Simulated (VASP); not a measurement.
Write the native input for VASP 6.6.1 that does the following.

```yaml
Task: single point
Functional: PBE
Potentials_or_basis: VASP PAW PBE potentials, release 64 (Mg, H)
Cutoff: 520 eV
k_mesh: 2 × 2 × 2
Occupations: fermi-dirac, width 0.02 eV
Spin: no spin polarisation
Dipole_correction: no
Further_INCAR_settings: LREAL = Auto; ALGO = Normal; EDIFF = 1e-06; NBANDS = 34
```

The structure of MgH2 lies in POSCAR:

```
MgH2
1.0
    0.0000000000      4.8888750000      4.8888750000
    4.8888750000      0.0000000000      4.8888750000
    4.8888750000      4.8888750000      0.0000000000
Mg H
8 16
Direct
    0.0112987139     -0.0064362456     -0.0147295646
   -0.0055198793      0.0039651249      0.5011447419
    0.0049406049      0.4922302166      0.0083982511
   -0.0056759479      0.5122933190      0.4992931912
    0.4985066094     -0.0017377208      0.0069227583
    0.5001390913      0.0018211756      0.4957417606
    0.4977318913      0.4948126103      0.0034328961
    0.5080480683      0.5002697962      0.4926238654
    0.1305633709      0.1189903608      0.1773512311
    0.3332248217      0.3811585487      0.4323065122
    0.1533852880      0.0640391706      0.6102809951
    0.3785581550      0.3283257396      0.8132060034
    0.1740825855      0.6091299123      0.0550752474
    0.4819303009      0.8299749942      0.3435945898
    0.0796643400      0.6687720590      0.6403822965
    0.3629141674      0.9370640485      0.8649670937
    0.5789752244      0.1706827235      0.1380038352
    0.8653479584      0.4334003222      0.3671306793
    0.6772595945      0.1120084887      0.5640990003
    0.9654223109      0.3229724630      0.8481208867
    0.6463149498      0.5785161208      0.1047163202
    0.8720605456      0.8490615939      0.3209480709
    0.6262676996      0.6415251975      0.6615150725
    0.8423428703      0.8681758073      0.9350764746
```

One way to write it, as run:

INCAR

```
SYSTEM = MgH2
ALGO     = Normal         ! electronic algorithm
EDIFF    = 1E-6           ! SCF threshold, eV
ENCUT    = 520            ! plane-wave cutoff, eV
GGA      = PE             ! functional
ISIF     = 2              ! what is computed and relaxed
ISMEAR   = -1             ! smearing method
LASPH    = .TRUE.         ! aspherical terms in the spheres
LCHARG   = .FALSE.        ! write CHGCAR
LREAL    = Auto         
LWAVE    = .FALSE.        ! write WAVECAR
NBANDS   = 34             ! bands
NELM     = 80             ! most SCF steps
PREC     = Accurate       ! precision mode
SIGMA    = 0.02           ! smearing width, eV
```

KPOINTS

```
k-points
0
G
  2 2 2
  0 0 0
```

Potentials or basis: VASP PAW PBE potentials, release 64 (Mg, H).

Launch:

```console
$ cat potpaw_PBE.64/Mg/POTCAR potpaw_PBE.64/H/POTCAR > POTCAR
$ mpirun -np 1 vasp_std > vasp.out
```

It gave:

```yaml
Pressure: -2.0 GPa
Largest_force: 0.505 eV/Å
Band_gap_on_the_k_mesh: 1.43 eV
```

Caveat: the k points lie up to 0.56 Å⁻¹ apart.

It took 110 s on 1 thread of Intel(R) Xeon(R) 6975P-C (Granite Rapids), with other jobs on the host, peak memory 0.38 GiB.
